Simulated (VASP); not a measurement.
# Si2W: single point with BLYP

The system is Si2W.

```
CELL_PARAMETERS angstrom
-1.64233 1.64233 3.97410
1.64233 -1.64233 3.97410
1.64233 1.64233 -3.97410
ATOMIC_POSITIONS crystal
W 0.00000 0.00000 0.00000
Si 0.66414 0.66414 0.00000
Si 0.33586 0.33586 0.00000
```

```json
{
  "Program": "VASP 6.6.1",
  "Task": "single point",
  "Functional": "BLYP",
  "Potentials or basis": "VASP PAW PBE potentials, release 64 (W_sv, Si)",
  "Cutoff": "520 eV",
  "k mesh": "12 × 12 × 12",
  "Occupations": "fermi-dirac, width 0.05 eV",
  "Spin": "no spin polarisation"
}
```

```json
{
  "Pressure": "1.0 GPa",
  "Largest force": "0.010 eV/Å",
  "Band gap on the k mesh": "zero (bands 11 and 12 overlap by 1.12 eV)"
}
```

Forces on the atoms (eV/Å):
```
W    0.000  0.000  0.000
Si   0.000  0.000  0.010
Si   0.000  0.000 -0.010
```

Stress tensor (GPa, compression positive):
```
0.92 0.00 0.00
0.00 0.92 0.00
0.00 0.00 1.07
```

Levels at points of the mesh, in eV from the Fermi level:
```tsv
k point	band 9	band 10	band 11	band 12	band 13	band 14
(0.00, 0.00, 0.00)	-2.65	-2.65	0.50	2.38	2.87	2.87
(0.50, 0.00, 0.00)	-2.67	-2.47	-0.35	2.41	2.71	3.82
(0.50, 0.50, 0.00)	-4.68	-2.91	-1.56	2.65	2.69	2.82
(0.50, 0.50, 0.50)	-0.80	-0.80	-0.46	-0.46	0.65	4.09
```

Run time: 2.7 min on 1 thread of Intel(R) Xeon(R) Platinum 8259CL CPU @ 2.50GHz (Skylake/Cascade Lake) (shared host), peak memory 0.28 GiB.

Caveat: the PAW data sets were made with another functional, which shifts forces and pressure a little; spin-orbit coupling is left out, which moves the levels of the heavy elements.
